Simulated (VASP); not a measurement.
# PtS2 in VASP: single point with PBE+D3(BJ)

Aim: the single point of PtS2 with PBE+D3(BJ).

Program: VASP 6.6.1. These are calculated values, not measurements. Logs are shortened: lines on timing, memory, paths and dates and some standing lists are left out, and cuts for length are marked.

## (1) The cell of the first run

The cell holds a slab with vacuum, 6 atoms: a = 3.541 Å, b = 3.541 Å, c = 22.467 Å, α = 90.00°, β = 90.00°, γ = 120.00°.

## (2) Single point, PBE+D3(BJ)

Contents of INCAR:

```
SYSTEM = PtS2
PREC = Accurate
ENCUT = 520
EDIFF = 1E-6
ISMEAR = 0
SIGMA = 0.05
LREAL = .FALSE.
LASPH = .TRUE.
NELM = 100
ALGO = Normal
ISIF = 2
LWAVE = .FALSE.
LCHARG = .FALSE.
LDIPOL = .TRUE.
IDIPOL = 3
DIPOL = 0.5 0.5 0.373
GGA = PE
IVDW = 12
NBANDS = 31
```

Contents of KPOINTS:

```
regular mesh
0
G
  9 9 1
  0 0 0
```

Contents of POSCAR:

```
PtS2
1.0
    3.5414392908      0.0000000000      0.0000000000
   -1.7707196454      3.0669763918      0.0000000000
    0.0000000000      0.0000000000     22.4671527902
S Pt
4 2
Direct
    0.6666666667      0.3333333333      0.2002924021
    0.3333333333      0.6666666667      0.3105196487
    0.5000000000      1.3333333333      0.4361687900
    0.8333333333      1.0000000000      0.5464855038
    0.0000000000      0.0000000000      0.2557151160
    1.1666666667      1.6666666667      0.4911052427
```

Potentials or basis: VASP PAW PBE potentials, release 64 (S, Pt).

Command:

```console
$ cat potpaw_PBE.64/S/POTCAR potpaw_PBE.64/Pt/POTCAR > POTCAR
$ mpirun -np 1 vasp_std > vasp.out
```

OUTCAR:

```text
SYSTEM = PtS2
   PREC = Accurate
   ENCUT = 520
   EDIFF = 1E-6
   ISMEAR = 0
   LREAL = .FALSE.
   LASPH = .TRUE.
   NELM = 100
   ISIF = 2
   GGA = PE
   IVDW = 12
 IVDW          = 12

 ion  position               nearest neighbor table
   1  0.667  0.333  0.200-   5 2.39   5 2.39   5 2.39
   2  0.333  0.667  0.311-   5 2.39   5 2.39   5 2.39
   3  0.500  0.333  0.436-   6 2.39   6 2.39   6 2.39
   4  0.833  0.000  0.546-   6 2.39   6 2.39   6 2.39
   5  0.000  0.000  0.256-   2 2.39   2 2.39   2 2.39   1 2.39   1 2.39   1 2.39
   6  0.167  0.667  0.491-   3 2.39   3 2.39   3 2.39   4 2.39   4 2.39   4 2.39

  LATTYP: Found a hexagonal cell.
 ALAT       =     3.5414392908
 C/A-ratio  =     6.3440739613

  Lattice vectors:

 A1 = (   3.5414392908,   0.0000000000,   0.0000000000)
 A2 = (  -1.7707196454,   3.0669763918,   0.0000000000)
 A3 = (   0.0000000000,   0.0000000000,  22.4671527902)

Analysis of symmetry for initial positions (statically):
=====================================================================
 Subroutine PRICEL returns:
 Original cell was already a primitive cell.

 Routine SETGRP: Setting up the symmetry group for a
 hexagonal supercell.

 Subroutine GETGRP returns: Found  1 space group operations
 (whereof  1 operations were pure point group operations)
 out of a pool of 24 trial point group operations.

The static configuration has the point symmetry C_1 .

Analysis of symmetry for dynamics (positions and initial velocities):
=====================================================================
 Subroutine PRICEL returns:
 Original cell was already a primitive cell.

 Routine SETGRP: Setting up the symmetry group for a
 hexagonal supercell.

 Subroutine GETGRP returns: Found  1 space group operations
 (whereof  1 operations were pure point group operations)
 out of a pool of 24 trial point group operations.

The dynamic configuration has the point symmetry C_1 .

 Subroutine INISYM returns: Found  1 space group operations
 (whereof  1 operations are pure point group operations),
 and found     1 'primitive' translations

----------------------------------------------------------------------------------------

                                     Primitive cell

  volume of cell :     244.0272

  direct lattice vectors                    reciprocal lattice vectors
     3.541439291  0.000000000  0.000000000     0.282371069  0.163027013  0.000000000
    -1.770719645  3.066976392  0.000000000     0.000000000  0.326054026  0.000000000
     0.000000000  0.000000000 22.467152790     0.000000000  0.000000000  0.044509423

  length of vectors
     3.541439291  3.541439291 22.467152790     0.326054026  0.326054026  0.044509423

  position of ions in fractional coordinates (direct lattice)
     0.666666667  0.333333333  0.200292402
     0.333333333  0.666666667  0.310519649
     0.500000000  0.333333333  0.436168790
     0.833333333  0.000000000  0.546485504
     0.000000000  0.000000000  0.255715116
     0.166666667  0.666666667  0.491105243

  ion indices of the primitive-cell ions
   primitive index   ion index
                 1           1
                 2           2
                 3           3
                 4           4
                 5           5
                 6           6

----------------------------------------------------------------------------------------

 KPOINTS: regular mesh

Automatic generation of k-mesh.
 Grid dimensions read from file:
 generate k-points for:    9    9    1

 Generating k-lattice:

  Cartesian coordinates                     Fractional coordinates (reciprocal lattice)
     0.031374563  0.018114113  0.000000000     0.111111111 -0.000000000  0.000000000
     0.000000000  0.036228225  0.000000000     0.000000000  0.111111111  0.000000000
     0.000000000  0.000000000  0.044509423     0.000000000  0.000000000  1.000000000

  Length of vectors
     0.036228225  0.036228225  0.044509423

  Shift w.r.t. Gamma in fractional coordinates (k-lattice)
     0.000000000  0.000000000  0.000000000

 Subroutine IBZKPT returns following result:
 ===========================================

 Found     41 irreducible k-points:

 Following reciprocal coordinates:
            Coordinates               Weight
  0.000000  0.000000  0.000000      1.000000
  0.111111 -0.000000  0.000000      2.000000
  0.000000  0.111111  0.000000      2.000000
 -0.111111  0.111111  0.000000      2.000000
  0.222222 -0.000000  0.000000      2.000000
  0.000000  0.222222  0.000000      2.000000
[... 16 lines left out ...]
  0.333333  0.111111  0.000000      2.000000
 -0.111111  0.444444  0.000000      2.000000
 [... further k-points ...]
   k-points           NKPTS =     41   k-points in BZ     NKDIM =     41   number of bands    NBANDS=     31
   number of dos      NEDOS =    301   number of ions     NIONS =      6
   total plane-waves  NPLWV = 131712
   dimension x,y,z NGX =    28 NGY =   28 NGZ =  168
   dimension x,y,z NGXF=    56 NGYF=   56 NGZF=  336
   ions per type =               4   2
   NGX,Y,Z   is equivalent  to a cutoff of  13.14, 13.14, 12.43 a.u.
   NGXF,Y,Z  is equivalent  to a cutoff of  26.29, 26.29, 24.86 a.u.
 SYSTEM =  PtS2
   PREC   = accura    normal or accurate (medium, high low for compatibility)
   ISTART =      0    job   : 0-new  1-cont  2-samecut
   ICHARG =      2    charge: 1-file 2-atom 10-const
   ISPIN  =      1    spin polarized calculation?
   LNONCOLLINEAR =      F non collinear calculations
   LSORBIT =      F    spin-orbit coupling
   LASPH  =      T    aspherical Exc in radial PAW
   ENCUT  =  520.0 eV  38.22 Ry    6.18 a.u.   6.58  6.58 41.77*2*pi/ulx,y,z
   NELM   =    100;   NELMIN=  2; NELMDL= -5     # of ELM steps
   EDIFF  = 0.1E-05   stopping-criterion for ELM
   LREAL  =      F    real-space projection
   EDIFFG = 0.1E-04   stopping-criterion for IOM
   NSW    =      0    number of steps for IOM
   IBRION =     -1    ionic relax: 0-MD 1-quasi-New 2-CG
   NFREE  =      0    steps in history (QN), initial steepest desc. (CG)
   ISIF   =      2    stress and relaxation
   ISYM   =      2    0-nonsym 1-usesym 2-fastsym
   POTIM  = 0.5000    time-step for ionic-motion
   TEBEG  =    0.0;   TEEND  =   0.0 temperature during run
   PSTRESS=    0.0 pullay stress
   NELECT =      44.0000    total number of electrons
   NUPDOWN=      -1.0000    fix difference up-down
   EMIN   =  10.00;   EMAX   =-10.00  energy-range for DOS
   EFERMI =   0.00;   METHOD = LEGACY
   ISMEAR =     0;   SIGMA  =   0.05  broadening in eV -4-tet -1-fermi 0-gaus
   EFERMI_NEDOS =   21; number of points for ismear=-14 and -15
   IALGO  =     38    algorithm
   IMIX   =      4    mixing-type and parameters
     AMIX     =   0.40;   BMIX     =  1.00
     AMIX_MAG =   1.60;   BMIX_MAG =  1.00
  volume/ion in A,a.u.               =      40.67       274.46
  Fermi-wavevector in a.u.,A,eV,Ry     =   0.924868  1.747747 11.638156  0.855380
  Thomas-Fermi vector in A             =   2.050660
   LORBIT       =      0    0 simple, 1 ext, 2 COOP (PROOUT), +10 PAW based schemes
   GGA     = PE    functional components
   LHFCALC =     F    Hartree Fock is set to
   AEXX    =    0.0000 exact exchange contribution
   IVDW    =    12    specifies the selected vdW correction
   LEPSILON=     F    determine dielectric tensor
   LRPA    =     F    only Hartree local field effects (RPA)
 non-spin polarized calculation
 Gauss-broadening in eV      SIGMA  =   0.05
  energy-cutoff  :      520.00
  volume of cell :      244.03
 maximum number of plane-waves:      6671
   NGX = 13   NGY = 13   NGZ = 83

 number of electron      44.0000000 magnetization

 dipolmoment           0.000000      0.000000     -0.004206 electrons x Angstroem

 Free energy of the ion-electron system (eV)
  ---------------------------------------------------
  ext. energy  EPLUGINS =         0.00000000
  ---------------------------------------------------
  free energy    TOTEN  =       -30.82978041 eV

  energy without entropy =      -30.82978041  energy(sigma->0) =      -30.82978041

 E-fermi :  -0.0570     XC(G=0):  -5.3876

 val. band max:       -0.3177513596   @ k =  -0.1111   0.1111   0.0000
 cond. band min:       0.7921443206   @ k =   0.2222  -0.0000   0.0000
 fundamental gap:      1.1098956803
 Fermi energy:        -0.0569909460

 k-point     1 :       0.0000    0.0000    0.0000
  band No.  band energies     occupation
      1     -15.0123      2.00000
      2     -14.8512      2.00000
      3     -12.8697      2.00000
      4     -12.5622      2.00000
      5      -6.4811      2.00000
      6      -6.4431      2.00000
[... 23 lines left out ...]
     30       5.3202      0.00000
     31       5.5793      0.00000

 k-point     2 :       0.1111   -0.0000    0.0000
  band No.  band energies     occupation
      1     -14.8587      2.00000
      2     -14.6964      2.00000
      3     -12.8900      2.00000
      4     -12.6051      2.00000
      5      -6.5140      2.00000
      6      -6.3842      2.00000
[... 23 lines left out ...]
     30       5.9235      0.00000
     31       6.0103      0.00000

 k-point     3 :       0.0000    0.1111    0.0000
  band No.  band energies     occupation
      1     -14.8579      2.00000
      2     -14.6969      2.00000
      3     -12.8882      2.00000
      4     -12.6069      2.00000
      5      -6.5157      2.00000
      6      -6.3895      2.00000
[... 23 lines left out ...]
     30       5.9235      0.00000
     31       5.9739      0.00000

 k-point     4 :      -0.1111    0.1111    0.0000
  band No.  band energies     occupation
      1     -14.8576      2.00000
      2     -14.6971      2.00000
      3     -12.8874      2.00000
      4     -12.6077      2.00000
      5      -6.5182      2.00000
      6      -6.3898      2.00000
[... 23 lines left out ...]
     30       5.9149      0.00000
     31       5.9610      0.00000

 k-point     5 :       0.2222   -0.0000    0.0000
  band No.  band energies     occupation
      1     -14.4334      2.00000
      2     -14.2678      2.00000
      3     -12.9433      2.00000
      4     -12.7122      2.00000
      5      -6.4976      2.00000
      6      -6.2564      2.00000
[... 23 lines left out ...]
     30       5.9188      0.00000
     31       6.6964      0.00000
[... 542 lines left out ...]
     30       6.3559      0.00000
     31       7.2444      0.00000

 k-point    22 :       0.3333   -0.1111    0.0000
  band No.  band energies     occupation
      1     -14.0607      2.00000
      2     -13.8972      2.00000
      3     -12.9805      2.00000
      4     -12.7959      2.00000
      5      -6.4038      2.00000
      6      -6.1594      2.00000
[... 23 lines left out ...]
     30       6.3613      0.00000
     31       7.2211      0.00000

 k-point    23 :       0.3333    0.1111    0.0000
  band No.  band energies     occupation
      1     -13.5458      2.00000
      2     -13.3750      2.00000
      3     -13.0091      2.00000
      4     -12.8699      2.00000
      5      -6.8246      2.00000
      6      -6.6908      2.00000
[... 23 lines left out ...]
     30       7.0350      0.00000
     31       7.3441      0.00000

 k-point    24 :      -0.1111    0.4444    0.0000
  band No.  band energies     occupation
      1     -13.5191      2.00000
      2     -13.3908      2.00000
      3     -12.9959      2.00000
      4     -12.8927      2.00000
      5      -6.8128      2.00000
      6      -6.7206      2.00000
[... 23 lines left out ...]
     30       6.9885      0.00000
     31       7.3615      0.00000

 [... further k-points ...]

------------------------ aborting loop because EDIFF is reached ----------------------------------------

 vacuum level on the upper side and lower side of the slab       (xc-potential included)        -0.345        -0.292

 Edisp (eV)   -2.01748

 E8    (eV) :    -0.8365

  FORCE on cell =-STRESS in cart. coord.  units (eV):
  Direction    XX          YY          ZZ          XY          YZ          ZX
  --------------------------------------------------------------------------------------
  -------------------------------------------------------------------------------------
  Total      -0.12022    -0.07623    -0.21191    -0.18008    -0.20852     0.32025
  in kB      -0.78931    -0.50047    -1.39131    -1.18235    -1.36908     2.10260
  external pressure =       -0.89 kB  Pullay stress =        0.00 kB

 VOLUME and BASIS-vectors are now :
 -----------------------------------------------------------------------------
  energy-cutoff  :      520.00
  volume of cell :      244.03
      direct lattice vectors                 reciprocal lattice vectors
     3.541439291  0.000000000  0.000000000     0.282371069  0.163027013  0.000000000
    -1.770719645  3.066976392  0.000000000     0.000000000  0.326054026  0.000000000
     0.000000000  0.000000000 22.467152790     0.000000000  0.000000000  0.044509423

 POSITION                                       TOTAL-FORCE (eV/Angst)
 -----------------------------------------------------------------------------------
      1.77072      1.02233      4.50000        -0.048265      0.016060      0.039540
     -0.00000      2.04465      6.97649        -0.112885      0.062048     -0.039451
      1.18048      1.02233      9.79947         0.080366     -0.064149      0.040753
      2.95120      0.00000     12.27797         0.010448     -0.021261     -0.038996
      0.00000      0.00000      5.74519         0.069262     -0.017967     -0.002173
     -0.59024      2.04465     11.03374         0.001075      0.025268      0.000327
 -----------------------------------------------------------------------------------
    total drift:                               -0.000002      0.000029      0.000517

  FREE ENERGIE OF THE ION-ELECTRON SYSTEM (eV)
  ---------------------------------------------------
  free  energy   TOTEN  =       -32.8472630383 eV

  energy  without entropy=      -32.8472630383  energy(sigma->0) =      -32.84726304

 vacuum level on the upper side and lower side of the slab         5.158         5.213
```

Wall time 7.9 min (1 thread of Intel Xeon 6975P-C (Granite Rapids), shared host); peak memory 0.49 GiB.

What came out:

```yaml
Free_energy: -32.8473 eV
Largest_force: 0.135 eV/Å
Band_gap_on_the_k_mesh: 1.11 eV, indirect (least direct gap 1.27 eV)
Dispersion_energy_per_atom: -0.336 eV
```

Forces in eV/Å, atoms in the order of the input:
```
S   -0.048  0.016  0.040
S   -0.113  0.062 -0.039
S    0.080 -0.064  0.041
S    0.010 -0.021 -0.039
Pt   0.069 -0.018 -0.002
Pt   0.001  0.025  0.000
```

Caveat: spin-orbit coupling is left out, which moves the levels of the heavy elements.
